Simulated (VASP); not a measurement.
# ZrB2 (P6/mmm) in VASP: a series of runs, part 3 of 3

VASP 6.6.1.

### 5 Relaxation of cell and atoms, PBEsol, target pressure 20 GPa, at which the enthalpy is minimised

Contents of INCAR:

```
SYSTEM = ZrB2
  PREC = Accurate
  ENCUT = 600
  EDIFF = 1E-7
  ISMEAR = -1
  SIGMA = 0.05
  LREAL = .False.
  LASPH = .True.
  NELM = 60
  ALGO = Normal
  ISIF = 3
  LWAVE = .False.
  LCHARG = .False.
  GGA = PS
  IBRION = 2
  NSW = 80
  EDIFFG = -0.01
  PSTRESS = 200.0
```

Contents of KPOINTS:

```
regular mesh
0
Gamma
  10 10 8
  0 0 0
```

Contents of POSCAR:

```
ZrB2
1.0
    3.1700000000      0.0000000000      0.0000000000
   -1.5850000000      2.7453005300      0.0000000000
    0.0000000000      0.0000000000      3.5330000000
Zr B
1 2
Direct
    0.0000000000      0.0000000000      0.0000000000
    0.6666666667      0.3333333333      0.5000000000
    0.3333333333      0.6666666667      0.5000000000
```

Potentials or basis: VASP PAW PBE potentials, release 64 (Zr_sv, B).

Command:

```bash
$ cat potpaw_PBE.64/Zr_sv/POTCAR potpaw_PBE.64/B/POTCAR > POTCAR
$ mpirun -np 1 vasp_std > vasp.out
```

OUTCAR:

```text
SYSTEM = ZrB2
   PREC = Accurate
   ENCUT = 600
   EDIFF = 1E-7
   ISMEAR = -1
   LREAL = .False.
   LASPH = .True.
   NELM = 60
   ISIF = 3
   GGA = PS
   IBRION = 2
   NSW = 80
   EDIFFG = -0.01
   PSTRESS = 200.0

 ion  position               nearest neighbor table
   1  0.000  0.000  0.000-   2 2.54   3 2.54   2 2.54   3 2.54   2 2.54   2 2.54   3 2.54   3 2.54
                             2 2.54   2 2.54   3 2.54   3 2.54
   2  0.667  0.333  0.500-   3 1.83   3 1.83   3 1.83   1 2.54   1 2.54   1 2.54   1 2.54   1 2.54
                             1 2.54
   3  0.333  0.667  0.500-   2 1.83   2 1.83   2 1.83   1 2.54   1 2.54   1 2.54   1 2.54   1 2.54
                             1 2.54

  LATTYP: Found a hexagonal cell.
 ALAT       =     3.1700000000
 C/A-ratio  =     1.1145110410

  Lattice vectors:

 A1 = (   3.1700000000,   0.0000000000,   0.0000000000)
 A2 = (  -1.5850000000,   2.7453005300,   0.0000000000)
 A3 = (   0.0000000000,   0.0000000000,   3.5330000000)

Analysis of symmetry for initial positions (statically):
=====================================================================
 Subroutine PRICEL returns:
 Original cell was already a primitive cell.

 Routine SETGRP: Setting up the symmetry group for a
 hexagonal supercell.

 Subroutine GETGRP returns: Found 24 space group operations
 (whereof 24 operations were pure point group operations)
 out of a pool of 24 trial point group operations.

The static configuration has the point symmetry D_6h.

Analysis of symmetry for dynamics (positions and initial velocities):
=====================================================================
 Subroutine PRICEL returns:
 Original cell was already a primitive cell.

 Routine SETGRP: Setting up the symmetry group for a
 hexagonal supercell.

 Subroutine GETGRP returns: Found 24 space group operations
 (whereof 24 operations were pure point group operations)
 out of a pool of 24 trial point group operations.

[... 140 lines left out ...]

--------------------------------------- Ionic step        1  -------------------------------------------

 number of electron      18.0000000 magnetization

 Free energy of the ion-electron system (eV)
  ---------------------------------------------------
  ext. energy  EPLUGINS =         0.00000000
  ---------------------------------------------------
  free energy    TOTEN  =       -26.39655282 eV

  energy without entropy =      -26.39374176  energy(sigma->0) =      -26.39514729

------------------------ aborting loop because EDIFF is reached ----------------------------------------

  FORCE on cell =-STRESS in cart. coord.  units (eV):
  Direction    XX          YY          ZZ          XY          YZ          ZX
  --------------------------------------------------------------------------------------
  -------------------------------------------------------------------------------------
  Total       -0.7134326     -0.7134326     -0.7358441      0.0000000     -0.0000000      0.0000000
  in kB      -37.1766913    -37.1766913    -38.3445472      0.0000000     -0.0000000      0.0000000
  external PRESSURE =    -237.5659766 kB  Pullay stress =     200.0000000 kB
[... 299 lines left out ...]
--------------------------------------- Ionic step        9  -------------------------------------------

 number of electron      18.0000000 magnetization

 Free energy of the ion-electron system (eV)
  ---------------------------------------------------
  ext. energy  EPLUGINS =         0.00000000
  ---------------------------------------------------
  free energy    TOTEN  =       -26.28190551 eV

  energy without entropy =      -26.27920215  energy(sigma->0) =      -26.28055383

 E-fermi :  11.2683     XC(G=0): -12.9427

 val. band max:       11.2325587618   @ k =   0.2000   0.2000   0.1250
 cond. band min:      11.4380045968   @ k =   0.1000  -0.0000   0.5000
 fundamental gap:      0.2054458350
 Fermi energy:        11.2683416232

 k-point     1 :       0.0000    0.0000    0.0000
  band No.  band energies     occupation
      1     -36.8368      2.00000
      2     -15.1091      2.00000
      3     -14.4178      2.00000
      4     -14.4178      2.00000
      5      -1.6758      2.00000
      6       8.5644      2.00000
      7       8.5644      2.00000
      8       8.5836      2.00000
      9       9.1765      2.00000
     10      15.1866      0.00000
     11      15.1866      0.00000
     12      16.0745      0.00000
     13      16.0745      0.00000
[... 354 lines left out ...]
  band No.  band energies     occupation
      1     -36.6661      2.00000
      2     -15.5876      2.00000
      3     -14.9329      2.00000
      4     -14.7646      2.00000
      5       1.9501      2.00000
      6       3.2088      2.00000
      7       6.9850      2.00000
      8       7.7984      2.00000
      9       9.1463      2.00000
     10      12.6764      0.00000
     11      15.5111      0.00000
     12      15.7668      0.00000
     13      17.6076      0.00000

 [... further k-points ...]

------------------------ aborting loop because EDIFF is reached ----------------------------------------

  FORCE on cell =-STRESS in cart. coord.  units (eV):
  Direction    XX          YY          ZZ          XY          YZ          ZX
  --------------------------------------------------------------------------------------
  -------------------------------------------------------------------------------------
  Total        3.5254010      3.5254010      3.5250366      0.0000000      0.0000000      0.0000000
  in kB      200.0692529    200.0692529    200.0485744      0.0000000      0.0000000      0.0000000
  external PRESSURE =       0.0623600 kB  Pullay stress =     200.0000000 kB
[... 22 lines left out ...]
  energy  without entropy=      -26.2792021522  energy(sigma->0) =      -26.28055383

  enthalpy is  TOTEN    =       -22.7577248191 eV   P V=        3.5241806875

 reached required accuracy - stopping structural energy minimisation
```

CONTCAR:

```text
ZrB2
   1.00000000000000
     3.0859026772804903   -0.0000000000000000    0.0000000000000000
    -1.5429513386402451    2.6724701121350027   -0.0000000000000000
     0.0000000000000000   -0.0000000000000000    3.4232898427962706
  Zr              B
     1     2
Direct
     0.0000000000000000    0.0000000000000000    0.0000000000000000
     0.6666666667000030    0.3333333332999970    0.5000000000000000
     0.3333333332999970    0.6666666667000030    0.5000000000000000

  0.00000000E+00  0.00000000E+00  0.00000000E+00
  0.00000000E+00  0.00000000E+00  0.00000000E+00
  0.00000000E+00  0.00000000E+00  0.00000000E+00
```

Run time: 4.2 min. Hardware: 1 thread of Intel Xeon 8259CL, shared host; peak memory 0.19 GiB.

What came out:

```yaml
Free_energy: -26.2819 eV
Relaxed_volume: 9.41 Å³/atom
Relaxed_cell: a = 3.086 Å, b = 3.086 Å, c = 3.423 Å, α = 90.00°, β = 90.00°, γ = 120.00°
Space_group_after_relaxing_to_0.1_Å: P6/mmm (No. 191)
Energy_change_on_relaxing_the_run_minimises_the_enthalpy: +38.2 meV/atom
Ionic_steps: 9
Pressure_after_relaxing: 20.0 GPa
Band_gap_on_the_k_mesh: zero (bands 9 and 10 overlap by 0.85 eV)
```

Step by step:
| step | energy change (eV) | largest force (eV/Å) | pressure (GPa) | volume (Å³) |
| --- | --- | --- | --- | --- |
| 1 | 0.0000 | 0.0000 | -3.76 | 30.75 |
| 2 | 1.2217 | 0.0000 | 80.50 | 24.47 |
| 3 | 0.1020 | 0.0000 | 18.82 | 28.34 |
| 4 | 0.1129 | 0.0000 | 19.85 | 28.25 |
| 5 | 0.1189 | 0.0000 | 20.41 | 28.20 |
| 6 | 0.1194 | 0.0000 | 20.44 | 28.19 |
| 7 | 0.1194 | 0.0000 | 20.44 | 28.19 |
| 8 | 0.1079 | 0.0000 | 19.38 | 28.29 |
| 9 | 0.1146 | 0.0000 | 20.01 | 28.23 |

Final structure:
```yaml
crystal:
  lattice:
    - [3.08590, 0.00000, 0.00000]
    - [-1.54295, 2.67247, 0.00000]
    - [0.00000, 0.00000, 3.42329]
  atoms:
    - { symbol: Zr, position: [0.00000, 0.00000, 0.00000] }
    - { symbol: B, position: [0.66667, 0.33333, 0.50000] }
    - { symbol: B, position: [0.33333, 0.66667, 0.50000] }
```

Caveat: the cell is relaxed towards a set pressure, so the run minimises the enthalpy, not the energy; the PAW data sets were made with another functional, which shifts forces and pressure a little.

### 6 Overview

| cell | gap on the mesh (eV) | pressure (GPa) |
| --- | --- | --- |
| relaxed | none | 0.1 |
| relaxed to 5 GPa | none | 5.1 |
| relaxed to 10 GPa | none | 10.0 |
| relaxed to 20 GPa | none | 20.0 |

Alike in all rows: task relaxation of cell and atoms; level PBEsol; potentials or basis VASP PAW PBE potentials, release 64 (Zr_sv, B); no spin polarisation; k mesh 10 × 10 × 8; cutoff (eV) 600; smearing fermi-dirac 0.05 eV.

Caveats: the PAW data sets were made with another functional, which shifts forces and pressure a little; the cell is relaxed towards a set pressure, so the run minimises the enthalpy, not the energy (at least some runs).

Absolute energies hang on the potentials; compare differences alone.
